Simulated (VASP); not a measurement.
# Be (Im-3m) in VASP: notebook

Be is run at these levels: revPBE; tasks: single point, relaxation of cell and atoms.

Program: VASP 6.6.1. These are calculated values, not measurements. Logs are shortened: lines on timing, memory, paths and dates and some standing lists are left out, and cuts for length are marked.

## 1. The cell of the first run

The structure is cubic, space group Im-3m (No. 229). Conventional cell: a = 2.520 Å, b = 2.520 Å, c = 2.520 Å, α = 90.00°, β = 90.00°, γ = 90.00°. Be (site symmetry m-3m) has 14 Be at 2.18 to 2.52 Å within 2.9 Å.

## 2. Single point, revPBE

The input, INCAR:

```
PREC = Accurate
ENCUT = 520
EDIFF = 1E-6
ISMEAR = -1
SIGMA = 0.1
LREAL = F
LASPH = T
NELM = 100
ALGO = Normal
ISIF = 2
LWAVE = F
LCHARG = T
GGA = RE
LELF = T
LVHAR = T
NBANDS = 7
```

The input, KPOINTS:

```
Automatic mesh
0
Gamma
  17 17 17
```

The input, POSCAR:

```
Be
1.0
   -1.2600271672      1.2600271672      1.2600271672
    1.2600271672     -1.2600271672      1.2600271672
    1.2600271672      1.2600271672     -1.2600271672
Be
1
Direct
    0.0000000000      0.0000000000      0.0000000000
```

Potentials or basis: VASP PAW PBE potentials, release 64 (Be).

Run with:

```
$ cat potpaw_PBE.64/Be/POTCAR > POTCAR
$ mpirun -np 1 vasp_std > vasp.out
```

OUTCAR:

```text
PREC = Accurate
   ENCUT = 520
   EDIFF = 1E-6
   ISMEAR = -1
   LREAL = F
   LASPH = T
   NELM = 100
   ISIF = 2
   GGA = RE

 ion  position               nearest neighbor table
   1  0.000  0.000  0.000-

  LATTYP: Found a body centered cubic cell.
 ALAT       =     2.5200543344

  Lattice vectors:

 A1 = (  -1.2600271672,   1.2600271672,   1.2600271672)
 A2 = (   1.2600271672,  -1.2600271672,   1.2600271672)
 A3 = (   1.2600271672,   1.2600271672,  -1.2600271672)

Analysis of symmetry for initial positions (statically):
=====================================================================
 Subroutine PRICEL returns:
 Original cell was already a primitive cell.

 Routine SETGRP: Setting up the symmetry group for a
 body centered cubic supercell.

 Subroutine GETGRP returns: Found 48 space group operations
 (whereof 48 operations were pure point group operations)
 out of a pool of 48 trial point group operations.

The static configuration has the point symmetry O_h .

Analysis of symmetry for dynamics (positions and initial velocities):
=====================================================================
 Subroutine PRICEL returns:
 Original cell was already a primitive cell.

 Routine SETGRP: Setting up the symmetry group for a
 body centered cubic supercell.

 Subroutine GETGRP returns: Found 48 space group operations
 (whereof 48 operations were pure point group operations)
 out of a pool of 48 trial point group operations.

The dynamic configuration has the point symmetry O_h .

 Subroutine INISYM returns: Found 48 space group operations
 (whereof 48 operations are pure point group operations),
 and found     1 'primitive' translations

----------------------------------------------------------------------------------------

                                     Primitive cell

  volume of cell :       8.0020

  direct lattice vectors                    reciprocal lattice vectors
    -1.260027167  1.260027167  1.260027167     0.000000000  0.396816841  0.396816841
     1.260027167 -1.260027167  1.260027167     0.396816841  0.000000000  0.396816841
     1.260027167  1.260027167 -1.260027167     0.396816841  0.396816841  0.000000000

  length of vectors
     2.182431073  2.182431073  2.182431073     0.561183758  0.561183758  0.561183758

  position of ions in fractional coordinates (direct lattice)
     0.000000000  0.000000000  0.000000000

  ion indices of the primitive-cell ions
   primitive index   ion index
                 1           1

----------------------------------------------------------------------------------------

 KPOINTS: Automatic mesh

Automatic generation of k-mesh.
 Grid dimensions read from file:
 generate k-points for:   17   17   17

 Generating k-lattice:

  Cartesian coordinates                     Fractional coordinates (reciprocal lattice)
     0.000000000  0.023342167  0.023342167     0.058823529  0.000000000  0.000000000
     0.023342167  0.000000000  0.023342167     0.000000000  0.058823529  0.000000000
     0.023342167  0.023342167  0.000000000     0.000000000  0.000000000  0.058823529

  Length of vectors
     0.033010809  0.033010809  0.033010809

  Shift w.r.t. Gamma in fractional coordinates (k-lattice)
     0.000000000  0.000000000  0.000000000

 Subroutine IBZKPT returns following result:
 ===========================================

 Found    165 irreducible k-points:

 Following reciprocal coordinates:
            Coordinates               Weight
  0.000000  0.000000  0.000000      1.000000
  0.058824  0.000000  0.000000     12.000000
  0.117647  0.000000  0.000000     12.000000
  0.176471  0.000000  0.000000     12.000000
  0.235294  0.000000  0.000000     12.000000
  0.294118  0.000000  0.000000     12.000000
[... 16 lines left out ...]
  0.411765  0.117647  0.000000     48.000000
  0.176471  0.176471  0.000000     24.000000
 [... further k-points ...]
   k-points           NKPTS =    165   k-points in BZ     NKDIM =    165   number of bands    NBANDS=      7
   number of dos      NEDOS =    301   number of ions     NIONS =      1
   total plane-waves  NPLWV =   4096
   dimension x,y,z NGX =    16 NGY =   16 NGZ =   16
   dimension x,y,z NGXF=    32 NGYF=   32 NGZF=   32
   ions per type =               1
   NGX,Y,Z   is equivalent  to a cutoff of  12.19, 12.19, 12.19 a.u.
   NGXF,Y,Z  is equivalent  to a cutoff of  24.38, 24.38, 24.38 a.u.
 SYSTEM =  unknown system
   PREC   = accura    normal or accurate (medium, high low for compatibility)
   ISTART =      0    job   : 0-new  1-cont  2-samecut
   ICHARG =      2    charge: 1-file 2-atom 10-const
   ISPIN  =      1    spin polarized calculation?
   LNONCOLLINEAR =      F non collinear calculations
   LSORBIT =      F    spin-orbit coupling
   LASPH  =      T    aspherical Exc in radial PAW
   ENCUT  =  520.0 eV  38.22 Ry    6.18 a.u.   4.06  4.06  4.06*2*pi/ulx,y,z
   NELM   =    100;   NELMIN=  2; NELMDL= -5     # of ELM steps
   EDIFF  = 0.1E-05   stopping-criterion for ELM
   LREAL  =      F    real-space projection
   EDIFFG = 0.1E-04   stopping-criterion for IOM
   NSW    =      0    number of steps for IOM
   IBRION =     -1    ionic relax: 0-MD 1-quasi-New 2-CG
   NFREE  =      0    steps in history (QN), initial steepest desc. (CG)
   ISIF   =      2    stress and relaxation
   ISYM   =      2    0-nonsym 1-usesym 2-fastsym
   POTIM  = 0.5000    time-step for ionic-motion
   TEBEG  =    0.0;   TEEND  =   0.0 temperature during run
   PSTRESS=    0.0 pullay stress
   NELECT =       2.0000    total number of electrons
   NUPDOWN=      -1.0000    fix difference up-down
   EMIN   =  10.00;   EMAX   =-10.00  energy-range for DOS
   EFERMI =   0.00;   METHOD = LEGACY
   ISMEAR =    -1;   SIGMA  =   0.10  broadening in eV -4-tet -1-fermi 0-gaus
   EFERMI_NEDOS =   21; number of points for ismear=-14 and -15
   IALGO  =     38    algorithm
   IMIX   =      4    mixing-type and parameters
     AMIX     =   0.40;   BMIX     =  1.00
     AMIX_MAG =   1.60;   BMIX_MAG =  1.00
  volume/ion in A,a.u.               =       8.00        54.00
  Fermi-wavevector in a.u.,A,eV,Ry     =   1.031221  1.948724 14.468653  1.063416
  Thomas-Fermi vector in A             =   2.165358
   LORBIT       =      0    0 simple, 1 ext, 2 COOP (PROOUT), +10 PAW based schemes
   GGA     = RE    functional components
   LHFCALC =     F    Hartree Fock is set to
   AEXX    =    0.0000 exact exchange contribution
   IVDW    =     0    specifies the selected vdW correction
   LEPSILON=     F    determine dielectric tensor
   LRPA    =     F    only Hartree local field effects (RPA)
 non-spin polarized calculation
  energy-cutoff  :      520.00
  volume of cell :        8.00
 maximum number of plane-waves:       236
   NGX =  7   NGY =  7   NGZ =  7

 number of electron       2.0000000 magnetization

 Free energy of the ion-electron system (eV)
  ---------------------------------------------------
  ext. energy  EPLUGINS =         0.00000000
  ---------------------------------------------------
  free energy    TOTEN  =        -3.45516199 eV

  energy without entropy =       -3.44840083  energy(sigma->0) =       -3.45178141

 E-fermi :   7.9077     XC(G=0): -10.5735

 val. band max:        7.9070353891   @ k =  -0.4118   0.4706   0.3529
 cond. band min:       7.9329984628   @ k =   0.3529   0.2353   0.0588
 fundamental gap:      0.0259630736
 Fermi energy:         7.9077319899

 k-point     1 :       0.0000    0.0000    0.0000
  band No.  band energies     occupation
      1      -4.3217      2.00000
      2      27.1329      0.00000
      3      27.1329      0.00000
      4      27.1329      0.00000
      5      38.1530      0.00000
      6      38.1530      0.00000
      7      38.1530      0.00000

 k-point     2 :       0.0588    0.0000    0.0000
  band No.  band energies     occupation
      1      -4.2002      2.00000
      2      26.5228      0.00000
      3      26.6435      0.00000
      4      26.9892      0.00000
      5      36.5951      0.00000
      6      36.7677      0.00000
      7      38.9579      0.00000

 k-point     3 :       0.1176    0.0000    0.0000
  band No.  band energies     occupation
      1      -3.8358      2.00000
      2      24.6657      0.00000
      3      25.4924      0.00000
      4      26.5736      0.00000
      5      34.4317      0.00000
      6      34.7036      0.00000
      7      38.5914      0.00000

 k-point     4 :       0.1765    0.0000    0.0000
  band No.  band energies     occupation
      1      -3.2285      2.00000
      2      21.8586      0.00000
      3      24.1500      0.00000
      4      25.9467      0.00000
      5      32.8207      0.00000
      6      33.3197      0.00000
      7      38.3624      0.00000

 k-point     5 :       0.2353    0.0000    0.0000
  band No.  band energies     occupation
      1      -2.3806      2.00000
      2      18.6867      0.00000
      3      22.8781      0.00000
      4      25.2170      0.00000
      5      31.2234      0.00000
      6      32.9360      0.00000
      7      38.7418      0.00000
[... 161 lines left out ...]
 k-point    22 :       0.3529    0.1176    0.0000
  band No.  band energies     occupation
      1       1.7856      2.00000
      2      10.2550      0.00000
      3      18.4449      0.00000
      4      21.7204      0.00000
      5      31.8341      0.00000
      6      34.1676      0.00000
      7      42.2526      0.00000

 k-point    23 :       0.4118    0.1176    0.0000
  band No.  band energies     occupation
      1       2.9839      2.00000
      2       8.4995      0.00537
      3      18.1735      0.00000
      4      21.4674      0.00000
      5      31.6240      0.00000
      6      34.5127      0.00000
      7      43.4759      0.00000

 k-point    24 :       0.1765    0.1765    0.0000
  band No.  band energies     occupation
      1      -1.0422      2.00000
      2      16.7695      0.00000
      3      18.6930      0.00000
      4      22.8661      0.00000
      5      33.1089      0.00000
      6      33.8805      0.00000
      7      39.9506      0.00000

 [... further k-points ...]
[... 5 lines left out ...]
  --------------------------------------------------------------------------------------
  -------------------------------------------------------------------------------------
  Total        0.0024895      0.0024895      0.0024895      0.0000000      0.0000000     -0.0000000
  in kB        0.4984486      0.4984486      0.4984486      0.0000000      0.0000000     -0.0000000
  external PRESSURE =       0.4984486 kB  Pullay stress =       0.0000000 kB

 VOLUME and BASIS-vectors are now :
 -----------------------------------------------------------------------------
  energy-cutoff  :      520.00
  volume of cell :        8.00
      direct lattice vectors                 reciprocal lattice vectors
    -1.260027167  1.260027167  1.260027167     0.000000000  0.396816841  0.396816841
     1.260027167 -1.260027167  1.260027167     0.396816841  0.000000000  0.396816841
     1.260027167  1.260027167 -1.260027167     0.396816841  0.396816841  0.000000000

 POSITION                                       TOTAL-FORCE (eV/Angst)
 -----------------------------------------------------------------------------------
      0.00000      0.00000      0.00000         0.000000     -0.000000     -0.000000
 -----------------------------------------------------------------------------------
    total drift:                               -0.000000     -0.000000      0.000000

  FREE ENERGIE OF THE ION-ELECTRON SYSTEM (eV)
  ---------------------------------------------------
  free  energy   TOTEN  =        -3.4551619858 eV

  energy  without entropy=       -3.4484008286  energy(sigma->0) =       -3.45178141
```

Wall time 2.7 s (1 thread of Intel Xeon 6975P-C (Granite Rapids), shared host); peak memory 0.11 GiB.

Results:

```yaml
Free_energy: -3.4552 eV
Pressure: 0.0 GPa
Band_gap_on_the_k_mesh: zero (band 1 reaches 11.09 eV, above the bottom of band 2 at 6.62 eV)
```

Caveat: the PAW data sets were made with another functional, which shifts forces and pressure a little.

## 3. Single point, revPBE (volume scaled by 0.92)

The input, INCAR:

```
PREC = Accurate
ENCUT = 520
EDIFF = 1E-6
ISMEAR = -1
SIGMA = 0.1
LREAL = False
LASPH = True
NELM = 100
ALGO = Normal
ISIF = 2
LWAVE = False
LCHARG = False
GGA = RE
NBANDS = 7
```

The input, KPOINTS:

```
regular mesh
0
Gamma
  20 20 20
```

The input, POSCAR:

```
Be
1.0
   -1.2254883435      1.2254883435      1.2254883435
    1.2254883435     -1.2254883435      1.2254883435
    1.2254883435      1.2254883435     -1.2254883435
Be
1
Direct
    0.0000000000      0.0000000000      0.0000000000
```

Potentials or basis: VASP PAW PBE potentials, release 64 (Be).

Run with:

```
$ cat potpaw_PBE.64/Be/POTCAR > POTCAR
$ mpirun -np 1 vasp_std > vasp.out
```

Run time: 3.2 s. Hardware: 1 thread of Intel Xeon 6975P-C (Granite Rapids), shared host; peak memory 0.11 GiB.

It converged, with:

| Property | Result |
| --- | --- |
| Free energy | -3.4377 eV |
| Pressure | 11.3 GPa |
| Band gap on the k mesh | zero (band 1 reaches 12.83 eV, above the bottom of band 2 at 7.23 eV) |

Levels at points of the mesh, in eV from the Fermi level:
```tsv
k point	band 1	band 2	band 3	band 4
(0.00, 0.00, 0.00)	-12.67	20.64	20.64	20.64
(0.50, 0.00, 0.00)	-5.47	0.55	13.05	16.35
(0.50, 0.50, 0.50)	4.25	4.25	4.25	10.06
```

Caveat: the PAW data sets were made with another functional, which shifts forces and pressure a little.

## 4. Single point, revPBE (volume scaled by 0.96)

The input, INCAR:

```
SYSTEM = Be
ALGO = Normal
EDIFF = 1E-6
ENCUT = 520
GGA = RE
ISIF = 2
ISMEAR = -1
LASPH = .True.
LCHARG = .False.
LREAL = .False.
LWAVE = .False.
NBANDS = 7
NELM = 80
PREC = Accurate
SIGMA = 0.1
```

The input, KPOINTS:

```
k-points
0
Gamma
  20 20 20
  0 0 0
```

The input, POSCAR:

```
Be
1.0
   -1.2429976855      1.2429976855      1.2429976855
    1.2429976855     -1.2429976855      1.2429976855
    1.2429976855      1.2429976855     -1.2429976855
Be
1
Direct
    0.0000000000      0.0000000000      0.0000000000
```

Run with:

```
$ cat potpaw_PBE.64/Be/POTCAR > POTCAR
$ mpirun -np 1 vasp_std > vasp.out
```

It took 3.2 s on 1 thread of Intel Xeon 6975P-C (Granite Rapids), shared host; peak memory 0.11 GiB.

It converged, with:

- Free energy: -3.4539 eV
- Pressure: 5.1 GPa
- Band gap on the k mesh: zero (band 1 reaches 12.31 eV, above the bottom of band 2 at 6.90 eV)

Levels at points of the mesh, in eV from the Fermi level:
```
           k point  band 1  band 2  band 3  band 4  band 5  band 6
(0.00, 0.00, 0.00)  -12.42   19.94   19.94   19.94   31.11   31.11
(0.50, 0.00, 0.00)   -5.30    0.42   12.61   15.84   20.61   26.70
(0.50, 0.50, 0.50)    4.11    4.11    4.11    9.85    9.85   18.93
```

Caveat: the PAW data sets were made with another functional, which shifts forces and pressure a little.

## 5. Single point, revPBE (volume scaled by 1.08)

The input, INCAR:

```
SYSTEM = Be
  PREC = Accurate
  ENCUT = 520
  EDIFF = 1E-6
  ISMEAR = -1
  SIGMA = 0.1
  LREAL = .False.
  LASPH = .True.
  NELM = 60
  ALGO = Normal
  ISIF = 2
  LWAVE = .False.
  LCHARG = .True.
  GGA = RE
  LELF = .True.
  LVHAR = .True.
  NBANDS = 7
```

The input, KPOINTS:

```
regular mesh
0
Gamma
  20 20 20
  0 0 0
```

The input, POSCAR:

```
Be
1.0
   -1.2927696888      1.2927696888      1.2927696888
    1.2927696888     -1.2927696888      1.2927696888
    1.2927696888      1.2927696888     -1.2927696888
Be
1
Direct
    0.0000000000      0.0000000000      0.0000000000
```

Run with:

```
$ cat potpaw_PBE.64/Be/POTCAR > POTCAR
$ mpirun -np 1 vasp_std > vasp.out
```

Run time: 5.6 s. Hardware: 1 thread of Intel Xeon 6975P-C (Granite Rapids), shared host; peak memory 0.12 GiB.

The run converged. Its results:

```yaml
Free_energy: -3.4417 eV
Pressure: -8.0 GPa
Band_gap_on_the_k_mesh: zero (band 1 reaches 10.95 eV, above the bottom of band 2 at 6.04 eV)
```

Levels at points of the mesh, in eV from the Fermi level:
```tsv
k point	band 1	band 2	band 3	band 4	band 5
(0.00, 0.00, 0.00)	-11.69	18.13	18.13	18.13	28.87
(0.50, 0.00, 0.00)	-4.81	0.12	11.50	14.53	19.22
(0.50, 0.50, 0.50)	3.77	3.77	3.77	9.33	9.33
```

Caveat: the PAW data sets were made with another functional, which shifts forces and pressure a little.

(Part 1 of 2 ends here.)
